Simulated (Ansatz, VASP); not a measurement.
## Two plane-wave programs on W

File INCAR:

```
ALGO = Normal
DIPOL = 0.5 0.5 0.497
EDIFF = 1E-6
ENCUT = 400
GGA = PS
GGA_COMPAT = F
IDIPOL = 3
ISIF = 2
ISMEAR = 0
LASPH = T
LCHARG = T
LDIPOL = T
LELF = T
LREAL = F
LVACPOTAV = T
LVHAR = T
LWAVE = F
NBANDS = 43
NELM = 120
NELMDL = -8
PREC = Accurate
SIGMA = 0.1
```

File KPOINTS:

```
k-points
0
Gamma
  27 27 1
```

POSCAR

```
W
1.0
    2.7666047500      0.0000000000      0.0000000000
   -0.9222015800      2.6083799800      0.0000000000
    0.0000000000      0.0000000000     27.0356931387
W
5
Direct
    0.5000000004      0.4999999996      0.3328932591
    0.0000000000      0.0000000000      0.4164466295
    0.5000000004      0.4999999996      0.4980535910
    0.0000000000      0.0000000000      0.5800752638
    0.5000000004      0.4999999996      0.6581015150
```

Input for Ansatz:

```yaml
crystal:
  lattice:
    - [2.76660475, 0.0, 0.0]
    - [-0.92220158, 2.60837998, 0.0]
    - [0.0, 0.0, 27.0356931387]
  atoms:
    - { symbol: W, position: [0.5000000004, 0.4999999996, 0.3328932591] }
    - { symbol: W, position: [0.0, 0.0, 0.4164466295] }
    - { symbol: W, position: [0.5000000004, 0.4999999996, 0.498053591] }
    - { symbol: W, position: [0.0, 0.0, 0.5800752638] }
    - { symbol: W, position: [0.5000000004, 0.4999999996, 0.658101515] }
basis:
  ecutwfc: 420.0
  fft_grid_basis: typed
kpoints:
  mp_grid: { grid: [27, 27, 1] }
hamiltonian:
  xc: pbesol
scf:
  occupations: { method: gaussian, width: 0.1 }
output:
  forces: true
  eigenvalues: true
  band_densities:
    - { e_range: [-2.0, -1.0] }
    - { e_range: [-1.0, -0.5] }
    - { e_range: [-0.5, -0.25] }
    - { e_range: [-0.25, 0.0] }
    - { e_range: [0.0, 0.25] }
    - { e_range: [0.25, 0.5] }
    - { e_range: [0.5, 1.0] }
    - { e_range: [1.0, 1.5] }
  band_residual_tolerance: 1.0e-05
  write_potential: true
  elf: true
  write_density: true
  volumetric_format: npy
efield:
  axis: 3
  dipole_correction: true
  ramp_width: 0.04
checkpoint:
  read: start.run
  write: ck
  compress: false
  write_wavefunctions: false
  write_every: 100000
```

Alike in both runs: task single point; functional PBEsol; k mesh 27 × 27 × 1; occupations gaussian, width 0.1 eV; no spin polarisation.

|  | VASP | Ansatz |
| --- | --- | --- |
| version | VASP 6.6.1 | Ansatz 0.2.0 |
| potentials or method | VASP PAW PBE potentials, release 64 (W_sv), cutoff 400 eV | scalar-relativistic, plane waves, PAW |
| valence electrons in the cell | 70 | 70 |

|  | VASP | Ansatz | Ansatz less VASP |
| --- | --- | --- | --- |
| gap on the k mesh at the Fermi level (eV) | none | none | - |
| rms of the force components (eV/Å) | 0.417 | 0.418 | +0.0012 |
| work function, face that differs most (eV) | 4.99 | 4.99 | -0.003 |

VASP's potentials were made for PBE, not for PBEsol. Atom by atom the forces differ by 0.013 eV/Å (rms over components). A gap of «none» marks a metal or a gap that the smearing closes. Ansatz's warnings: xc potential rough in thin density.

Neither program's run includes spin-orbit coupling.
